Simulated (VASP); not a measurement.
Wanted: the native input for a VASP 6.6.1 run.

* Task: single point
* Functional: r2SCAN
* Potentials or basis: VASP PAW PBE potentials, release 64 (Sn_d, O)
* Cutoff: 520 eV
* k mesh: 12 × 12 × 12
* Occupations: gaussian, width 0.05 eV
* Spin: no spin polarisation
* Dipole correction: no
* Further INCAR settings: ALGO = Normal; EDIFF = 1e-07; NBANDS = 20

SnO2:

```
Sn O
1.0
     1.68178    0.97097    4.99262
    -1.68178    0.97097    4.99262
     0.00000   -1.94195    4.99262
Sn O
1 2
Direct
  0.50000 0.50000 0.50000
  0.23717 0.23717 0.23717
  0.76283 0.76283 0.76283
```

This cell differs from its parent crystal: strain +0.040 along x and y, +0.040 along z.

The input as run:

POSCAR

```
SnO2
1.0
    1.6817767982      0.9709742872      4.9926162874
   -1.6817767982      0.9709742872      4.9926162874
    0.0000000000     -1.9419485744      4.9926162874
Sn O
1 2
Direct
    0.5000000000      0.5000000000      0.5000000000
    0.2371700000      0.2371700000      0.2371700000
    0.7628300000      0.7628300000      0.7628300000
```

INCAR.step1

```
SYSTEM = SnO2
  ALGO = Normal
  EDIFF = 1E-4
  ENCUT = 520
  GGA = PE
  ISMEAR = 0
  LASPH = .TRUE.
  LCHARG = .FALSE.
  LREAL = .FALSE.
  LWAVE = .TRUE.
  NBANDS = 20
  NELM = 60
  PREC = Accurate
  SIGMA = 0.05
```

INCAR.step2

```
SYSTEM = SnO2
  ALGO = Normal
  EDIFF = 1E-7
  ENCUT = 520
  ISIF = 2
  ISMEAR = 0
  ISTART = 1
  LASPH = .TRUE.
  LCHARG = .FALSE.
  LMIXTAU = .TRUE.
  LREAL = .FALSE.
  LWAVE = .FALSE.
  METAGGA = R2SCAN
  NBANDS = 20
  NELM = 60
  PREC = Accurate
  SIGMA = 0.05
```

KPOINTS

```
k-points
0
G
  12 12 12
  0 0 0
```

Potentials or basis: VASP PAW PBE potentials, release 64 (Sn_d, O).

Run with:

```bash
$ cat potpaw_PBE.64/Sn_d/POTCAR potpaw_PBE.64/O/POTCAR > POTCAR
$ cp INCAR.step1 INCAR
$ mpirun -np 1 vasp_std > vasp.out
$ cp INCAR.step2 INCAR
$ mpirun -np 1 vasp_std > vasp.out
```

It gave:

The pressure is -18.4 GPa. The largest force is 1.556 eV/Å and the band gap on the k mesh is 1.68 eV (least direct gap 1.73 eV).

Caveat: the cell differs from its parent crystal (strain +0.040 along x and y, +0.040 along z); the cell stands under tension; the PAW data sets were made with another functional, which shifts forces and pressure a little; spin-orbit coupling is left out, which moves the levels of the heavy elements.

It took 8.7 min on 1 thread of Intel(R) Xeon(R) 6975P-C (Granite Rapids), with other jobs on the host, peak memory 0.37 GiB.
